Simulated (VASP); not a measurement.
# Ti8HO16 (a cell with a defect) in VASP: single point with PBEsol

Aim: the single point of Ti8HO16 (a cell with a defect) with PBEsol.

All numbers are computed with VASP 6.6.1; they aren't measurements. Logs are shortened: lines on timing, memory, paths and dates and some standing lists are left out, and cuts for length are marked.

## (1) The cell of the first run

The cell holds a defect, 25 atoms: a = 6.493 Å, b = 6.493 Å, c = 7.459 Å, α = 115.80°, β = 115.80°, γ = 90.00°.

## (2) Single point, PBEsol

File INCAR:

```
SYSTEM = Ti8HO16
ALGO     = Normal         ! electronic algorithm
EDIFF    = 1E-6           ! SCF threshold, eV
ENCUT    = 520            ! plane-wave cutoff, eV
GGA      = PS             ! functional
ISIF     = 2              ! what is computed and relaxed
ISMEAR   = 0              ! smearing method
LASPH    = .TRUE.         ! aspherical terms in the spheres
LCHARG   = .FALSE.        ! write CHGCAR
LREAL    = Auto         
LWAVE    = .FALSE.        ! write WAVECAR
NBANDS   = 114            ! bands
NELECT   = 192.0        
NELM     = 60             ! most SCF steps
PREC     = Accurate       ! precision mode
SIGMA    = 0.02           ! smearing width, eV
```

File KPOINTS:

```
k-points
0
G
  3 3 3
  0 0 0
```

File POSCAR:

```
Ti8HO16
1.0
   -4.5912433367      4.5912433367      0.0000000000
    4.5912433367      4.5912433367      0.0000000000
    0.0000000000     -4.5912433367     -5.8780269696
Ti O H
8 16 1
Direct
    0.2275162176      0.7353366116      0.4873378456
    1.0181180040      0.5014363938      0.9989130758
    0.7691990358      0.2525230886      0.5010882079
    0.4901684129     -0.0019989227      1.0126629277
    0.1250400871      0.1197116830      0.2499433922
    0.8489556369      0.8681669907      0.7500026833
    0.6251099059      0.6197730073      0.2500635005
    0.4021953915      0.3949620567      0.7500026833
    0.1121267627      0.8203673768      0.2504527467
    0.8599625617      0.5673311542      0.7499996211
    0.6116724102      0.3199144044      0.2495456396
    0.3162191067      0.0857599647      0.7499980900
    0.6978520055      0.4857173116      0.0001066684
    0.4477433110      0.2356110130      0.4998929088
    0.1917240763     -0.0160196502      0.0007827456
    0.9409413584      0.7331965429      0.4992156408
    0.3077117216      0.5199437748      0.0011316722
    0.0565761687      0.2688119246      0.4988663739
    0.7979002084      0.0150445119     -0.0009698833
    0.5488693589      0.7660135891      0.5009687800
    0.1348090689      0.4292036154      0.2483428551
    0.9137897737      0.1735525981      0.7499991107
    0.6364650572      0.9308591681      0.2516562118
    0.3889238881      0.6878819044      0.7499991107
    0.1597406977      0.1145588189      0.7499972393
```

Potentials or basis: VASP PAW PBE potentials, release 64 (Ti_sv, O, H).

Command:

```sh
$ cat potpaw_PBE.64/Ti_sv/POTCAR potpaw_PBE.64/O/POTCAR potpaw_PBE.64/H/POTCAR > POTCAR
$ mpirun -np 1 vasp_std > vasp.out
```

OUTCAR:

```text
SYSTEM = Ti8HO16
   EDIFF = 1E-6
   ENCUT = 520
   GGA = PS
   ISIF = 2
   ISMEAR = 0
   LASPH = .TRUE.
   LREAL = Auto
   NELECT = 192.0
   NELM = 60
   PREC = Accurate

 ion  position               nearest neighbor table
   1  0.228  0.735  0.487-  21 1.86  16 1.90   9 1.92  24 1.94  20 2.05  12 2.12   2 2.88
   2  0.018  0.501  0.999-  17 1.88  10 1.93  21 1.95   9 1.95  22 1.98  13 2.09   1 2.88
   3  0.769  0.253  0.501-  18 1.88  10 1.93  23 1.95  11 1.95  22 1.98  14 2.09   4 2.88
   4  0.490  0.998  0.013-  23 1.86  15 1.90  11 1.92  24 1.94  19 2.05  12 2.12   3 2.88
   5  0.125  0.120  0.250-  15 1.92  18 1.93   9 1.95  14 1.95  19 1.98  21 2.02
   6  0.849  0.868  0.750-  19 1.86  20 1.86  10 1.95  22 2.03  15 2.04  16 2.04
   7  0.625  0.620  0.250-  16 1.92  17 1.93  11 1.95  13 1.95  20 1.98  23 2.02
   8  0.402  0.395  0.750-  13 1.85  14 1.85  24 1.90  17 2.05  18 2.05  12 2.08
   9  0.112  0.820  0.250-   1 1.92   5 1.95   2 1.95
  10  0.860  0.567  0.750-   3 1.93   2 1.93   6 1.95
  11  0.612  0.320  0.250-   4 1.92   7 1.95   3 1.95
  12  0.316  0.086  0.750-  25 1.03   8 2.08   1 2.12   4 2.12
  13  0.698  0.486  0.000-   8 1.85   7 1.95   2 2.09
  14  0.448  0.236  0.500-   8 1.85   5 1.95   3 2.09
  15  0.192  0.984  0.001-   4 1.90   5 1.92   6 2.04
  16  0.941  0.733  0.499-   1 1.90   7 1.92   6 2.04
  17  0.308  0.520  0.001-   2 1.88   7 1.93   8 2.05
  18  0.057  0.269  0.499-   3 1.88   5 1.93   8 2.05
  19  0.798  0.015  0.999-   6 1.86   5 1.98   4 2.05
  20  0.549  0.766  0.501-   6 1.86   7 1.98   1 2.05
  21  0.135  0.429  0.248-   1 1.86   2 1.95   5 2.02
  22  0.914  0.174  0.750-   3 1.98   2 1.98   6 2.03
  23  0.636  0.931  0.252-   4 1.86   3 1.95   7 2.02
  24  0.389  0.688  0.750-   8 1.90   1 1.94   4 1.94
  25  0.160  0.115  0.750-  12 1.03

  LATTYP: Found a body centered tetragonal cell.
 ALAT       =     6.4929985949
 C/A-ratio  =     1.8105739232

  Lattice vectors:

 A1 = (  -4.5912433367,   0.0000000000,   5.8780269696)
 A2 = (   4.5912433367,   0.0000000000,   5.8780269696)
 A3 = (   0.0000000000,   4.5912433367,  -5.8780269696)

Analysis of symmetry for initial positions (statically):
=====================================================================
 Subroutine PRICEL returns:
 Original cell was already a primitive cell.

 Routine SETGRP: Setting up the symmetry group for a
 body centered tetragonal supercell.

 Subroutine GETGRP returns: Found  1 space group operations
 (whereof  1 operations were pure point group operations)
 out of a pool of 16 trial point group operations.

The static configuration has the point symmetry C_1 .

Analysis of symmetry for dynamics (positions and initial velocities):
=====================================================================
 Subroutine PRICEL returns:
 Original cell was already a primitive cell.

 Routine SETGRP: Setting up the symmetry group for a
 body centered tetragonal supercell.

 Subroutine GETGRP returns: Found  1 space group operations
 (whereof  1 operations were pure point group operations)
 out of a pool of 16 trial point group operations.

The dynamic configuration has the point symmetry C_1 .

 Subroutine INISYM returns: Found  1 space group operations
 (whereof  1 operations are pure point group operations),
 and found     1 'primitive' translations

----------------------------------------------------------------------------------------

                                     Primitive cell

  volume of cell :     247.8119

  direct lattice vectors                    reciprocal lattice vectors
    -4.591243337  4.591243337  0.000000000    -0.108902962  0.108902962 -0.085062556
     4.591243337  4.591243337  0.000000000     0.108902962  0.108902962 -0.085062556
     0.000000000 -4.591243337 -5.878026970     0.000000000  0.000000000 -0.170125113

  length of vectors
     6.492998595  6.492998595  7.458600166     0.175941322  0.175941322  0.170125113

  position of ions in fractional coordinates (direct lattice)
     0.227516218  0.735336612  0.487337846
     0.018118004  0.501436394  0.998913076
     0.769199036  0.252523089  0.501088208
     0.490168413  0.998001077  0.012662928
     0.125040087  0.119711683  0.249943392
     0.848955637  0.868166991  0.750002683
[... 17 lines left out ...]
     0.388923888  0.687881904  0.749999111
     0.159740698  0.114558819  0.749997239

  ion indices of the primitive-cell ions
   primitive index   ion index
                 1           1
                 2           2
                 3           3
                 4           4
                 5           5
                 6           6
[... 17 lines left out ...]
                24          24
                25          25

----------------------------------------------------------------------------------------

 KPOINTS: k-points

Automatic generation of k-mesh.
 Grid dimensions read from file:
 generate k-points for:    3    3    3

 Generating k-lattice:

  Cartesian coordinates                     Fractional coordinates (reciprocal lattice)
    -0.036300987  0.036300987 -0.028354185     0.333333333  0.000000000 -0.000000000
     0.036300987  0.036300987 -0.028354185     0.000000000  0.333333333 -0.000000000
     0.000000000  0.000000000 -0.056708371     0.000000000  0.000000000  0.333333333

  Length of vectors
     0.058647107  0.058647107  0.056708371

  Shift w.r.t. Gamma in fractional coordinates (k-lattice)
     0.000000000  0.000000000  0.000000000

 Subroutine IBZKPT returns following result:
 ===========================================

 Found     14 irreducible k-points:

 Following reciprocal coordinates:
            Coordinates               Weight
  0.000000  0.000000  0.000000      1.000000
  0.333333  0.000000  0.000000      2.000000
  0.000000 -0.333333  0.333333      2.000000
 -0.333333  0.000000  0.333333      2.000000
  0.000000  0.333333  0.000000      2.000000
  0.333333  0.333333  0.000000      2.000000
  0.333333 -0.333333  0.333333      2.000000
 -0.333333 -0.333333 -0.333333      2.000000
 -0.333333  0.333333  0.333333      2.000000
 -0.333333  0.333333  0.000000      2.000000
  0.333333  0.333333 -0.333333      2.000000
  0.000000  0.000000  0.333333      2.000000
  0.333333  0.000000  0.333333      2.000000
  0.000000 -0.333333 -0.333333      2.000000
   k-points           NKPTS =     14   k-points in BZ     NKDIM =     14   number of bands    NBANDS=    114
   number of dos      NEDOS =    301   number of ions     NIONS =     25
   total plane-waves  NPLWV = 129024
   dimension x,y,z NGX =    48 NGY =   48 NGZ =   56
   dimension x,y,z NGXF=    96 NGYF=   96 NGZF=  112
   ions per type =               8  16   1
   NGX,Y,Z   is equivalent  to a cutoff of  12.29, 12.29, 12.48 a.u.
   NGXF,Y,Z  is equivalent  to a cutoff of  24.58, 24.58, 24.96 a.u.
 SYSTEM =  Ti8HO16
   PREC   = accura    normal or accurate (medium, high low for compatibility)
   ISTART =      0    job   : 0-new  1-cont  2-samecut
   ICHARG =      2    charge: 1-file 2-atom 10-const
   ISPIN  =      1    spin polarized calculation?
   LNONCOLLINEAR =      F non collinear calculations
   LSORBIT =      F    spin-orbit coupling
   LASPH  =      T    aspherical Exc in radial PAW
   ENCUT  =  520.0 eV  38.22 Ry    6.18 a.u.  12.07 12.07 13.87*2*pi/ulx,y,z
   NELM   =     60;   NELMIN=  2; NELMDL= -5     # of ELM steps
   EDIFF  = 0.1E-05   stopping-criterion for ELM
   LREAL  =      T    real-space projection
   EDIFFG = 0.1E-04   stopping-criterion for IOM
   NSW    =      0    number of steps for IOM
   IBRION =     -1    ionic relax: 0-MD 1-quasi-New 2-CG
   NFREE  =      0    steps in history (QN), initial steepest desc. (CG)
   ISIF   =      2    stress and relaxation
   ISYM   =      2    0-nonsym 1-usesym 2-fastsym
   POTIM  = 0.5000    time-step for ionic-motion
   TEBEG  =    0.0;   TEEND  =   0.0 temperature during run
   PSTRESS=    0.0 pullay stress
   NELECT =     192.0000    total number of electrons
   NUPDOWN=      -1.0000    fix difference up-down
   EMIN   =  10.00;   EMAX   =-10.00  energy-range for DOS
   EFERMI =   0.00;   METHOD = LEGACY
   ISMEAR =     0;   SIGMA  =   0.02  broadening in eV -4-tet -1-fermi 0-gaus
   EFERMI_NEDOS =   21; number of points for ismear=-14 and -15
   IALGO  =     38    algorithm
   IMIX   =      4    mixing-type and parameters
     AMIX     =   0.40;   BMIX     =  1.00
     AMIX_MAG =   1.60;   BMIX_MAG =  1.00
  volume/ion in A,a.u.               =       9.91        66.89
  Fermi-wavevector in a.u.,A,eV,Ry     =   1.503608  2.841406 30.760538  2.260836
  Thomas-Fermi vector in A             =   2.614696
   LORBIT       =      0    0 simple, 1 ext, 2 COOP (PROOUT), +10 PAW based schemes
   GGA     = PS    functional components
   LHFCALC =     F    Hartree Fock is set to
   AEXX    =    0.0000 exact exchange contribution
   IVDW    =     0    specifies the selected vdW correction
   LEPSILON=     F    determine dielectric tensor
   LRPA    =     F    only Hartree local field effects (RPA)
 non-spin polarized calculation
 Gauss-broadening in eV      SIGMA  =   0.02
  energy-cutoff  :      520.00
  volume of cell :      247.81
 maximum number of plane-waves:      6691
   NGX = 25   NGY = 25   NGZ = 27

 number of electron     191.9999961 magnetization

 Free energy of the ion-electron system (eV)
  ---------------------------------------------------
  ext. energy  EPLUGINS =         0.00000000
  ---------------------------------------------------
  free energy    TOTEN  =      -234.37096011 eV

  energy without entropy =     -234.37096011  energy(sigma->0) =     -234.37096011

 E-fermi :   4.7416     XC(G=0): -11.7445

 val. band max:        4.6435240363   @ k =   0.0000   0.0000   0.0000
 cond. band min:       6.7962260173   @ k =   0.0000   0.0000   0.0000
 fundamental gap:      2.1527019810
 Fermi energy:         4.7416434480

 k-point     1 :       0.0000    0.0000    0.0000
  band No.  band energies     occupation
      1     -51.7386      2.00000
      2     -51.7309      2.00000
      3     -51.7213      2.00000
      4     -51.7116      2.00000
      5     -51.6914      2.00000
      6     -51.6702      2.00000
[... 100 lines left out ...]
    107       7.8221      0.00000
    108       7.8566      0.00000

 k-point     2 :       0.3333    0.0000    0.0000
  band No.  band energies     occupation
      1     -51.7357      2.00000
      2     -51.7318      2.00000
      3     -51.7215      2.00000
      4     -51.7151      2.00000
      5     -51.6887      2.00000
      6     -51.6711      2.00000
[... 1324 lines left out ...]
 k-point    14 :       0.0000   -0.3333   -0.3333
  band No.  band energies     occupation
      1     -51.7343      2.00000
      2     -51.7322      2.00000
      3     -51.7253      2.00000
      4     -51.7104      2.00000
      5     -51.6917      2.00000
      6     -51.6700      2.00000
[... 100 lines left out ...]
    107       7.8585      0.00000
    108       7.9070      0.00000
 [bands above 108 left out]

------------------------ aborting loop because EDIFF is reached ----------------------------------------

  FORCE on cell =-STRESS in cart. coord.  units (eV):
  Direction    XX          YY          ZZ          XY          YZ          ZX
  --------------------------------------------------------------------------------------
  -------------------------------------------------------------------------------------
  Total      -12.5312976     -5.3291554     -4.5557657      1.7167791     -0.0057690      0.0019824
  in kB      -81.0185441    -34.4545655    -29.4543724     11.0994845     -0.0372981      0.0128171
  external PRESSURE =     -48.3091607 kB  Pullay stress =       0.0000000 kB

 VOLUME and BASIS-vectors are now :
 -----------------------------------------------------------------------------
  energy-cutoff  :      520.00
  volume of cell :      247.81
      direct lattice vectors                 reciprocal lattice vectors
    -4.591243337  4.591243337  0.000000000    -0.108902962  0.108902962 -0.085062556
     4.591243337  4.591243337  0.000000000     0.108902962  0.108902962 -0.085062556
     0.000000000 -4.591243337 -5.878026970     0.000000000  0.000000000 -0.170125113

 POSITION                                       TOTAL-FORCE (eV/Angst)
 -----------------------------------------------------------------------------------
      2.33153      2.18320     -2.86458        -0.040442      0.020072      0.045339
      2.21903     -2.20085     -5.87164         0.012278     -0.073388      0.059055
     -2.37218      2.39036     -2.94541         0.014475     -0.072020     -0.059166
      2.33158      6.77441     -0.07443        -0.040472      0.019836     -0.043345
     -0.02446     -0.02384     -1.46917        -0.044595     -0.042198      0.002045
      0.08820      4.44028     -4.40854         0.006947      0.128435     -0.008033
[... 17 lines left out ...]
      1.37259      1.50045     -4.40851         0.033754      0.020253     -0.000578
     -0.20744     -2.18404     -4.40850        -0.307378      0.149939      0.000499
 -----------------------------------------------------------------------------------
    total drift:                                0.008427      0.011929     -0.010861

  FREE ENERGIE OF THE ION-ELECTRON SYSTEM (eV)
  ---------------------------------------------------
  free  energy   TOTEN  =      -234.3709601134 eV

  energy  without entropy=     -234.3709601134  energy(sigma->0) =     -234.37096011
```

Wall time 20 min (1 thread of Oxide Virtual Turin-like, shared host); peak memory 0.46 GiB.

What came out:

```
Free energy   : -234.3710 eV
Largest force : 0.342 eV/Å
```

Forces in eV/Å, atoms in the order of the input:
```
Ti  -0.040  0.020  0.045
Ti   0.012 -0.073  0.059
Ti   0.014 -0.072 -0.059
Ti  -0.040  0.020 -0.043
Ti  -0.045 -0.042  0.002
Ti   0.007  0.128 -0.008
Ti  -0.045 -0.042 -0.007
Ti   0.055 -0.012  0.004
O    0.031  0.022  0.013
O    0.043  0.030  0.000
O    0.031  0.023 -0.010
O   -0.053  0.063 -0.001
O   -0.010  0.045 -0.044
O   -0.009  0.044  0.048
O    0.035  0.024  0.021
O    0.036  0.024 -0.022
O   -0.018  0.007  0.029
O   -0.019  0.008 -0.028
O    0.057 -0.067 -0.050
O    0.058 -0.067  0.051
O   -0.026 -0.062  0.037
O    0.226 -0.130  0.001
O   -0.027 -0.062 -0.038
O    0.034  0.020 -0.001
H   -0.307  0.150  0.000
```

Caveat: the cell carries a net charge on a neutralising background, which shifts energy and pressure; the cell is charged against a uniform background, so pressure and absolute levels hang on convention; the PAW data sets were made with another functional, which shifts forces and pressure a little.
